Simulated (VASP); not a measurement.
# MgO (Fm-3m) in VASP: a series of runs

The runs below take MgO through single point, with PBE.

Everything below comes from runs of VASP 6.6.1. Logs are shortened: lines on timing, memory, paths and dates and some standing lists are left out, and cuts for length are marked.

## Step 1: The cell of the first run

The structure is cubic, space group Fm-3m (No. 225). The conventional cell has a = 4.254 Å, b = 4.254 Å, c = 4.254 Å, α = 90.00°, β = 90.00°, γ = 90.00°. Within 2.8 Å of Mg (site symmetry m-3m) lie 6 O at 2.13 Å. O (site symmetry m-3m) has 6 Mg at 2.13 Å within 2.8 Å.

## Step 2: Single point, PBE

Input file INCAR:

```
SYSTEM = MgO
ALGO     = Normal         ! electronic algorithm
EDIFF    = 1E-6           ! SCF threshold, eV
ENCUT    = 520            ! plane-wave cutoff, eV
GGA      = PE             ! functional
ISIF     = 2              ! what is computed and relaxed
ISMEAR   = 0              ! smearing method
LASPH    = .TRUE.         ! aspherical terms in the spheres
LCHARG   = .FALSE.        ! write CHGCAR
LREAL    = .FALSE.        ! projectors in reciprocal space
LWAVE    = .FALSE.        ! write WAVECAR
NBANDS   = 11             ! bands
NELM     = 100            ! most SCF steps
PREC     = Accurate       ! precision mode
SIGMA    = 0.02           ! smearing width, eV
```

Input file KPOINTS:

```
k-points
0
G
  10 10 10
  0 0 0
```

Input file POSCAR:

```
MgO
1.0
    0.0000000000      2.1267948325      2.1267948325
    2.1267948325      0.0000000000      2.1267948325
    2.1267948325      2.1267948325      0.0000000000
Mg O
1 1
Direct
    0.0000000000      0.0000000000      0.0000000000
    0.5000000000      0.5000000000      0.5000000000
```

Potentials or basis: VASP PAW PBE potentials, release 64 (Mg, O).

Run with:

```
$ cat potpaw_PBE.64/Mg/POTCAR potpaw_PBE.64/O/POTCAR > POTCAR
$ mpirun -np 1 vasp_std > vasp.out
```

OUTCAR:

```text
SYSTEM = MgO
   EDIFF = 1E-6
   ENCUT = 520
   GGA = PE
   ISIF = 2
   ISMEAR = 0
   LASPH = .TRUE.
   LREAL = .FALSE.
   NELM = 100
   PREC = Accurate

 ion  position               nearest neighbor table
   1  0.000  0.000  0.000-   2 2.13   2 2.13   2 2.13   2 2.13   2 2.13   2 2.13
   2  0.500  0.500  0.500-   1 2.13   1 2.13   1 2.13   1 2.13   1 2.13   1 2.13

  LATTYP: Found a face centered cubic cell.
 ALAT       =     4.2535896650

  Lattice vectors:

 A1 = (   0.0000000000,   2.1267948325,   2.1267948325)
 A2 = (   2.1267948325,   0.0000000000,   2.1267948325)
 A3 = (   2.1267948325,   2.1267948325,   0.0000000000)

Analysis of symmetry for initial positions (statically):
=====================================================================
 Subroutine PRICEL returns:
 Original cell was already a primitive cell.

 Routine SETGRP: Setting up the symmetry group for a
 face centered cubic supercell.

 Subroutine GETGRP returns: Found 48 space group operations
 (whereof 48 operations were pure point group operations)
 out of a pool of 48 trial point group operations.

The static configuration has the point symmetry O_h .

Analysis of symmetry for dynamics (positions and initial velocities):
=====================================================================
 Subroutine PRICEL returns:
 Original cell was already a primitive cell.

 Routine SETGRP: Setting up the symmetry group for a
 face centered cubic supercell.

 Subroutine GETGRP returns: Found 48 space group operations
 (whereof 48 operations were pure point group operations)
 out of a pool of 48 trial point group operations.

The dynamic configuration has the point symmetry O_h .

 Subroutine INISYM returns: Found 48 space group operations
 (whereof 48 operations are pure point group operations),
 and found     1 'primitive' translations

----------------------------------------------------------------------------------------

                                     Primitive cell

  volume of cell :      19.2401

  direct lattice vectors                    reciprocal lattice vectors
     0.000000000  2.126794832  2.126794832    -0.235095550  0.235095550  0.235095550
     2.126794832  0.000000000  2.126794832     0.235095550 -0.235095550  0.235095550
     2.126794832  2.126794832  0.000000000     0.235095550  0.235095550 -0.235095550

  length of vectors
     3.007742097  3.007742097  3.007742097     0.407197437  0.407197437  0.407197437

  position of ions in fractional coordinates (direct lattice)
     0.000000000  0.000000000  0.000000000
     0.500000000  0.500000000  0.500000000

  ion indices of the primitive-cell ions
   primitive index   ion index
                 1           1
                 2           2

----------------------------------------------------------------------------------------

 KPOINTS: k-points

Automatic generation of k-mesh.
 Grid dimensions read from file:
 generate k-points for:   10   10   10

 Generating k-lattice:

  Cartesian coordinates                     Fractional coordinates (reciprocal lattice)
    -0.023509555  0.023509555  0.023509555     0.100000000  0.000000000  0.000000000
     0.023509555 -0.023509555  0.023509555     0.000000000  0.100000000  0.000000000
     0.023509555  0.023509555 -0.023509555     0.000000000  0.000000000  0.100000000

  Length of vectors
     0.040719744  0.040719744  0.040719744

  Shift w.r.t. Gamma in fractional coordinates (k-lattice)
     0.000000000  0.000000000  0.000000000

 Subroutine IBZKPT returns following result:
 ===========================================

 Found     47 irreducible k-points:

 Following reciprocal coordinates:
            Coordinates               Weight
  0.000000  0.000000  0.000000      1.000000
  0.100000  0.000000  0.000000      8.000000
  0.200000  0.000000  0.000000      8.000000
  0.300000  0.000000  0.000000      8.000000
  0.400000  0.000000  0.000000      8.000000
  0.500000  0.000000  0.000000      4.000000
[... 16 lines left out ...]
  0.300000  0.300000  0.000000      6.000000
  0.400000  0.300000  0.000000     24.000000
 [... further k-points ...]
   k-points           NKPTS =     47   k-points in BZ     NKDIM =     47   number of bands    NBANDS=     11
   number of dos      NEDOS =    301   number of ions     NIONS =      2
   total plane-waves  NPLWV =  13824
   dimension x,y,z NGX =    24 NGY =   24 NGZ =   24
   dimension x,y,z NGXF=    48 NGYF=   48 NGZF=   48
   ions per type =               1   1
   NGX,Y,Z   is equivalent  to a cutoff of  13.27, 13.27, 13.27 a.u.
   NGXF,Y,Z  is equivalent  to a cutoff of  26.53, 26.53, 26.53 a.u.
 SYSTEM =  MgO
   PREC   = accura    normal or accurate (medium, high low for compatibility)
   ISTART =      0    job   : 0-new  1-cont  2-samecut
   ICHARG =      2    charge: 1-file 2-atom 10-const
   ISPIN  =      1    spin polarized calculation?
   LNONCOLLINEAR =      F non collinear calculations
   LSORBIT =      F    spin-orbit coupling
   LASPH  =      T    aspherical Exc in radial PAW
   ENCUT  =  520.0 eV  38.22 Ry    6.18 a.u.   5.59  5.59  5.59*2*pi/ulx,y,z
   NELM   =    100;   NELMIN=  2; NELMDL= -5     # of ELM steps
   EDIFF  = 0.1E-05   stopping-criterion for ELM
   LREAL  =      F    real-space projection
   EDIFFG = 0.1E-04   stopping-criterion for IOM
   NSW    =      0    number of steps for IOM
   IBRION =     -1    ionic relax: 0-MD 1-quasi-New 2-CG
   NFREE  =      0    steps in history (QN), initial steepest desc. (CG)
   ISIF   =      2    stress and relaxation
   ISYM   =      2    0-nonsym 1-usesym 2-fastsym
   POTIM  = 0.5000    time-step for ionic-motion
   TEBEG  =    0.0;   TEEND  =   0.0 temperature during run
   PSTRESS=    0.0 pullay stress
   NELECT =       8.0000    total number of electrons
   NUPDOWN=      -1.0000    fix difference up-down
   EMIN   =  10.00;   EMAX   =-10.00  energy-range for DOS
   EFERMI =   0.00;   METHOD = LEGACY
   ISMEAR =     0;   SIGMA  =   0.02  broadening in eV -4-tet -1-fermi 0-gaus
   EFERMI_NEDOS =   21; number of points for ismear=-14 and -15
   IALGO  =     38    algorithm
   IMIX   =      4    mixing-type and parameters
     AMIX     =   0.40;   BMIX     =  1.00
     AMIX_MAG =   1.60;   BMIX_MAG =  1.00
  volume/ion in A,a.u.               =       9.62        64.92
  Fermi-wavevector in a.u.,A,eV,Ry     =   1.221901  2.309057 20.314059  1.493041
  Thomas-Fermi vector in A             =   2.357067
   LORBIT       =      0    0 simple, 1 ext, 2 COOP (PROOUT), +10 PAW based schemes
   GGA     = PE    functional components
   LHFCALC =     F    Hartree Fock is set to
   AEXX    =    0.0000 exact exchange contribution
   IVDW    =     0    specifies the selected vdW correction
   LEPSILON=     F    determine dielectric tensor
   LRPA    =     F    only Hartree local field effects (RPA)
 non-spin polarized calculation
 Gauss-broadening in eV      SIGMA  =   0.02
  energy-cutoff  :      520.00
  volume of cell :       19.24
 maximum number of plane-waves:       534
 NGX is ok and might be reduce to    24

 number of electron       8.0000004 magnetization

 Free energy of the ion-electron system (eV)
  ---------------------------------------------------
  ext. energy  EPLUGINS =         0.00000000
  ---------------------------------------------------
  free energy    TOTEN  =       -11.91169414 eV

  energy without entropy =      -11.91169414  energy(sigma->0) =      -11.91169414

 E-fermi :   3.1563     XC(G=0): -10.9401

 val. band max:        2.9696365286   @ k =   0.0000   0.0000   0.0000
 cond. band min:       7.4148595543   @ k =   0.0000   0.0000   0.0000
 fundamental gap:      4.4452230258
 Fermi energy:         3.1563120229

 k-point     1 :       0.0000    0.0000    0.0000
  band No.  band energies     occupation
      1     -14.1456      2.00000
      2       2.9696      2.00000
      3       2.9696      2.00000
      4       2.9696      2.00000
      5       7.4149      0.00000
      6      18.6022      0.00000
      7      18.6022      0.00000
      8      18.6022      0.00000
      9      22.4421      0.00000
     10      24.1825      0.00000
     11      24.1825      0.00000

 k-point     2 :       0.1000    0.0000    0.0000
  band No.  band energies     occupation
      1     -14.0453      2.00000
      2       2.3231      2.00000
      3       2.9055      2.00000
      4       2.9055      2.00000
      5       8.0470      0.00000
      6      17.3607      0.00000
      7      18.8309      0.00000
      8      18.8309      0.00000
      9      23.4107      0.00000
     10      23.4107      0.00000
     11      24.0417      0.00000

 k-point     3 :       0.2000    0.0000    0.0000
  band No.  band energies     occupation
      1     -13.7697      2.00000
      2       1.0314      2.00000
      3       2.7430      2.00000
      4       2.7430      2.00000
      5       9.2461      0.00000
      6      15.8401      0.00000
      7      19.2768      0.00000
      8      19.2768      0.00000
      9      22.7122      0.00000
     10      22.7122      0.00000
     11      24.7626      0.00000

 k-point     4 :       0.3000    0.0000    0.0000
  band No.  band energies     occupation
      1     -13.3993      2.00000
      2      -0.2481      2.00000
      3       2.5516      2.00000
      4       2.5516      2.00000
      5      10.2097      0.00000
      6      15.0983      0.00000
      7      19.3389      0.00000
      8      19.3389      0.00000
      9      23.1652      0.00000
     10      23.1652      0.00000
     11      24.1426      0.00000
[... 239 lines left out ...]
 k-point    22 :      -0.2000    0.2000    0.0000
  band No.  band energies     occupation
      1     -13.2890      2.00000
      2      -0.0571      2.00000
      3       1.6802      2.00000
      4       2.5503      2.00000
      5      11.1321      0.00000
      6      14.7142      0.00000
      7      17.7478      0.00000
      8      20.4085      0.00000
      9      21.2268      0.00000
     10      23.9873      0.00000
     11      27.2873      0.00000

 k-point    23 :       0.3000    0.3000    0.0000
  band No.  band energies     occupation
      1     -13.2066      2.00000
      2      -0.1043      2.00000
      3       2.0626      2.00000
      4       2.0626      2.00000
      5      11.5152      0.00000
      6      13.3407      0.00000
      7      17.0766      0.00000
      8      20.5498      0.00000
      9      20.5498      0.00000
     10      26.7837      0.00000
     11      29.7515      0.00000

 k-point    24 :       0.4000    0.3000    0.0000
  band No.  band energies     occupation
      1     -12.9737      2.00000
      2      -0.5105      2.00000
      3       1.7089      2.00000
      4       1.9202      2.00000
      5      12.2543      0.00000
      6      13.0537      0.00000
      7      16.2602      0.00000
      8      20.7631      0.00000
      9      20.9647      0.00000
     10      27.4955      0.00000
     11      29.3613      0.00000

 [... further k-points ...]
[... 5 lines left out ...]
  --------------------------------------------------------------------------------------
  -------------------------------------------------------------------------------------
  Total       -0.0872749     -0.0872749     -0.0872749      0.0000000      0.0000000     -0.0000000
  in kB       -7.2676383     -7.2676383     -7.2676383      0.0000000      0.0000000     -0.0000000
  external PRESSURE =      -7.2676383 kB  Pullay stress =       0.0000000 kB

 VOLUME and BASIS-vectors are now :
 -----------------------------------------------------------------------------
  energy-cutoff  :      520.00
  volume of cell :       19.24
      direct lattice vectors                 reciprocal lattice vectors
     0.000000000  2.126794832  2.126794832    -0.235095550  0.235095550  0.235095550
     2.126794832  0.000000000  2.126794832     0.235095550 -0.235095550  0.235095550
     2.126794832  2.126794832  0.000000000     0.235095550  0.235095550 -0.235095550

 POSITION                                       TOTAL-FORCE (eV/Angst)
 -----------------------------------------------------------------------------------
      0.00000      0.00000      0.00000         0.000000      0.000000      0.000000
      2.12679      2.12679      2.12679         0.000000      0.000000      0.000000
 -----------------------------------------------------------------------------------
    total drift:                               -0.000000     -0.000000      0.000000

  FREE ENERGIE OF THE ION-ELECTRON SYSTEM (eV)
  ---------------------------------------------------
  free  energy   TOTEN  =       -11.9116941445 eV

  energy  without entropy=      -11.9116941445  energy(sigma->0) =      -11.91169414
```

Wall time 3.7 s (1 thread of Intel Xeon 6975P-C (Granite Rapids), shared host); peak memory 0.14 GiB.

What came out:

| Quantity | Value |
| --- | --- |
| Free energy | -11.9117 eV |
| Pressure | -0.7 GPa |
| Band gap on the k mesh | 4.45 eV, direct |

Levels at points of the mesh, in eV from the valence-band top:
```csv
k point,band 2,band 3,band 4,band 5,band 6,band 7
"(0.00, 0.00, 0.00)",0.00,0.00,0.00,4.45,15.63,15.63
"(0.50, 0.00, 0.00)",-4.49,-0.62,-0.62,7.71,12.27,16.01
"(0.50, 0.50, 0.00)",-3.96,-1.31,-1.31,9.08,9.65,12.79
```

## Step 3: Single point, PBE

This run uses another cell than the first one: it holds 32 atoms, not 2.

Input file INCAR:

```
ALGO = Normal
EDIFF = 1E-6
ENCUT = 520
GGA = PE
ISIF = 2
ISMEAR = 0
LASPH = True
LCHARG = False
LREAL = Auto
LWAVE = False
NBANDS = 86
NELM = 100
PREC = Accurate
SIGMA = 0.02
```

Input file KPOINTS:

```
Automatic mesh
0
Gamma
  2 2 2
  0.5 0.5 0.5
```

Input file POSCAR:

```
MgO
1.0
    4.2535896649     -4.2535896649      4.2535896649
   -4.2535896649      4.2535896649      4.2535896649
   -4.2535896649     -4.2535896649     -4.2535896649
Mg O
16 16
Direct
    0.2500000000      0.7500000000      0.0000000000
    0.5000000000      0.7500000000      0.7500000000
    0.7500000000      0.7500000000      0.5000000000
    0.0000000000      0.0000000000      1.0000000000
    0.2500000000      0.0000000000      0.7500000000
    0.0000000000      0.7500000000      0.2500000000
    0.7500000000      0.2500000000      0.0000000000
    0.5000000000      0.0000000000      0.5000000000
    0.7500000000      0.0000000000      0.2500000000
    0.0000000000      0.2500000000      0.7500000000
    0.5000000000      0.5000000000      0.0000000000
    0.2500000000      0.2500000000      0.5000000000
    0.7500000000      0.5000000000      0.7500000000
    0.5000000000      0.2500000000      0.2500000000
    0.0000000000      0.5000000000      0.5000000000
    0.2500000000      0.5000000000      0.2500000000
    0.2500000000      0.0000000000      0.2500000000
    0.5000000000      0.0000000000      0.0000000000
    0.7500000000      0.0000000000      0.7500000000
    0.0000000000      0.2500000000      0.2500000000
    0.2500000000      0.2500000000      0.0000000000
    0.0000000000      0.0000000000      0.5000000000
    0.7500000000      0.5000000000      0.2500000000
    0.5000000000      0.2500000000      0.7500000000
    0.7500000000      0.2500000000      0.5000000000
    0.0000000000      0.5000000000      0.0000000000
    0.5000000000      0.7500000000      0.2500000000
    0.2500000000      0.5000000000      0.7500000000
    0.7500000000      0.7500000000      0.0000000000
    0.5000000000      0.5000000000      0.5000000000
    0.0000000000      0.7500000000      0.7500000000
    0.2500000000      0.7500000000      0.5000000000
```

Potentials or basis: VASP PAW PBE potentials, release 64 (Mg, O).

Run with:

```
$ cat potpaw_PBE.64/Mg/POTCAR potpaw_PBE.64/O/POTCAR > POTCAR
$ mpirun -np 1 vasp_std > vasp.out
```

Wall time 58 s (1 thread of Intel Xeon 6975P-C (Granite Rapids), shared host); peak memory 0.4 GiB.

Results (log left out):

```yaml
Free_energy: -190.6021 eV
Pressure: -0.8 GPa
Band_gap_on_the_k_mesh: 5.88 eV
```

Levels at points of the mesh, in eV from the valence-band top:
```tsv
k point	band 61	band 62	band 63	band 64	band 65	band 66	band 67	band 68
(0.25, 0.25, 0.25)	-0.10	-0.10	-0.10	-0.10	7.05	7.05	7.05	7.05
```
